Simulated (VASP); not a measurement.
Write the native input for VASP 6.6.1 that does the following.

```
Task                   : single point
Functional             : PBEsol
Potentials or basis    : VASP PAW PBE potentials, release 64 (Ta_pv, N)
Cutoff                 : 520 eV
k mesh                 : 4 × 4 × 7
Occupations            : gaussian, width 0.05 eV
Spin                   : collinear spin, ferromagnetic start
Starting moments       : [2.0, 2.0, 2.0, 0.0, 0.0, 0.0] μB
Hubbard terms          : Ta d U = 4.0 eV
Dipole correction      : no
Further INCAR settings : ALGO = Normal; EDIFF = 1e-06; NBANDS = 37
```

The structure of TaN lies in POSCAR:

```
TaN
1.0
    5.1850002000      0.0000000000      0.0000000000
   -2.5925001000      4.4903418900      0.0000000000
    0.0000000000      0.0000000000      2.9080005300
Ta N
3 3
Direct
    0.0000000000      0.0000000000      0.0000000000
    0.3333333333      0.6666666667      0.5000000000
    0.6666666667      0.3333333333      0.5000000000
    0.5000000000      0.0000000000      0.0000000000
    0.5000000000      0.5000000000      0.0000000000
    0.0000000000      0.5000000000      0.0000000000
```

The input as run:

INCAR

```
PREC = Accurate
ENCUT = 520
EDIFF = 1E-6
ISMEAR = 0
SIGMA = 0.05
LREAL = F
LASPH = T
NELM = 150
ALGO = Normal
ISIF = 2
LWAVE = F
LCHARG = F
ISPIN = 2
MAGMOM = 2 2 2 0 0 0
LORBIT = 11
LMAXMIX = 4
LDAU = T
LDAUTYPE = 2
LDAUL = 2 -1
LDAUU = 4 0
LDAUJ = 0 0
LDAUPRINT = 1
GGA = PS
NBANDS = 37
```

KPOINTS

```
regular mesh
0
Gamma
  4 4 7
```

Potentials or basis: VASP PAW PBE potentials, release 64 (Ta_pv, N).

Launch:

```sh
$ cat potpaw_PBE.64/Ta_pv/POTCAR potpaw_PBE.64/N/POTCAR > POTCAR
$ mpirun -np 1 vasp_std > vasp.out
```

Results of the run:

```json
{"Pressure": "14.7 GPa", "Band gap on the k mesh": "zero (filled and empty bands overlap)", "Net moment": "0.00 μB per cell", "Valence electrons inside the program's atomic spheres": "Ta 8.52, 8.95; N 3.82"}
```

Caveat: the PAW data sets were made with another functional, which shifts forces and pressure a little; spin-orbit coupling is left out, which moves the levels of the heavy elements.

It used 260 s of CPU time on 1 thread of AMD EPYC 7R13 Processor (Zen 3), on a shared host.
